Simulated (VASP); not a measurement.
A run of VASP 6.6.1 is set up as follows.

INCAR

```
PREC = Accurate ; ENCUT = 520
EDIFF = 1E-6 ; ISMEAR = 0
SIGMA = 0.05 ; LREAL = False
LASPH = True ; NELM = 80
ALGO = Normal ; ISIF = 2
LWAVE = False ; LCHARG = False
GGA = PE ; NBANDS = 24
```

File KPOINTS:

```
regular mesh
0
Gamma
  9 9 6
```

The input POSCAR:

```
CaO
1.0
    3.9687273644      0.0000000000      0.0000000000
   -1.9843636822      3.4370187183      0.0000000000
    0.0000000000      0.0000000000      4.7646032071
Ca O
2 2
Direct
    0.3333333333      0.6666666667      0.7500000000
    0.6666666667      0.3333333333      0.2500000000
    0.3333333333      0.6666666667      0.2500000000
    0.6666666667      0.3333333333      0.7500000000
```

Potentials or basis: VASP PAW PBE potentials, release 64 (Ca_sv, O).

Launch:

```bash
$ cat potpaw_PBE.64/Ca_sv/POTCAR potpaw_PBE.64/O/POTCAR > POTCAR
$ mpirun -np 1 vasp_std > vasp.out
```

**Question.** Predict the pressure.

**Answer.** 3.0 GPa.

**Question.** What does it give for the band gap on the k mesh?

**Answer.** 3.22 eV.

Stress tensor (GPa, compression positive):
```
2.87 0.00 0.00
0.00 2.87 0.00
0.00 0.00 3.19
```

Caveat: an odd mesh through Γ misses points on the zone boundary, where band edges can lie.
